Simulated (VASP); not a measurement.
Here is a VASP 6.6.1 calculation.

File POSCAR:

```
O
1.0
    1.7755912600      0.0000000000      0.0000000000
    0.0000000000      1.7755912600      0.0000000000
    0.0000000000      0.0000000000      3.0530507000
O
1
Direct
    0.0000000000      0.0000000000      0.0000000000
```

The input INCAR.step1:

```
SYSTEM = O
ALGO = Normal ; EDIFF = 1E-4
ENCUT = 520 ; GGA = PE
ISMEAR = -1 ; LASPH = .TRUE.
LCHARG = .FALSE. ; LREAL = .FALSE.
LWAVE = .TRUE. ; NBANDS = 9
NELM = 100 ; PREC = Accurate
SIGMA = 0.1
```

Contents of INCAR.step2:

```
SYSTEM = O
ALGO = Normal ; EDIFF = 1E-6
ENCUT = 520 ; ISIF = 2
ISMEAR = -1 ; ISTART = 1
LASPH = .TRUE. ; LCHARG = .TRUE.
LELF = .TRUE. ; LMIXTAU = .TRUE.
LREAL = .FALSE. ; LVHAR = .TRUE.
LWAVE = .FALSE. ; METAGGA = R2SCAN
NBANDS = 9 ; NELM = 100
PREC = Accurate ; SIGMA = 0.1
```

Contents of KPOINTS:

```
Automatic mesh
0
Gamma
  7 7 4
  0.5 0.5 0.5
```

Potentials or basis: VASP PAW PBE potentials, release 64 (O).

The run is started by

```bash
$ cat potpaw_PBE.64/O/POTCAR > POTCAR
$ cp INCAR.step1 INCAR
$ mpirun -np 1 vasp_std > vasp.out
$ cp INCAR.step2 INCAR
$ mpirun -np 1 vasp_std > vasp.out
```

Predict the pressure.

-3.4 GPa.

Predict the band gap on the k mesh.

zero (band 3 reaches 3.63 eV, above the bottom of band 4 at -0.28 eV).

Stress tensor (GPa, compression positive):
```
-5.51  0.00  0.00
 0.00 -5.51  0.00
 0.00  0.00  0.70
```

Caveat: the k points lie up to 0.51 Å⁻¹ apart; the PAW data sets were made with another functional, which shifts forces and pressure a little.
